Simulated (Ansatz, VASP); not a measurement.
# One calculation of AlCu, two programs

```xyz
2
Lattice="2.9975 0.0000 0.0000 0.0000 2.9975 0.0000 0.0000 0.0000 2.9975" Properties=species:S:1:pos:R:3 pbc="T T T"
Al    0.0000    0.0000    0.0000
Cu    1.4988    1.4988    1.4988
```

Alike in both runs: task single point; functional PBEsol; k mesh 14 × 14 × 14; occupations gaussian, width 0.1 eV; no spin polarisation.

|  | VASP | Ansatz |
| --- | --- | --- |
| version | VASP 6.6.1 | Ansatz 0.2.0 |
| potentials or method | VASP PAW PBE potentials, release 64 (Al, Cu), cutoff 600 eV | scalar-relativistic, plane waves, PAW |
| valence electrons in the cell | 14 | 22 |

|  | VASP | Ansatz | Ansatz less VASP |
| --- | --- | --- | --- |
| gap on the k mesh at the Fermi level (eV) | none | none | - |
| pressure (GPa) | -4.0 | -4.9 | -0.88 |

VASP's potentials were made for PBE, not for PBEsol. A gap of «none» marks a metal or a gap that the smearing closes. With one functional, cell and mesh, what is left measures potentials, basis and numerics. VASP's potentials hold 14 valence electrons a cell and Ansatz's 22, so a difference there can come from the potentials and not from the codes.
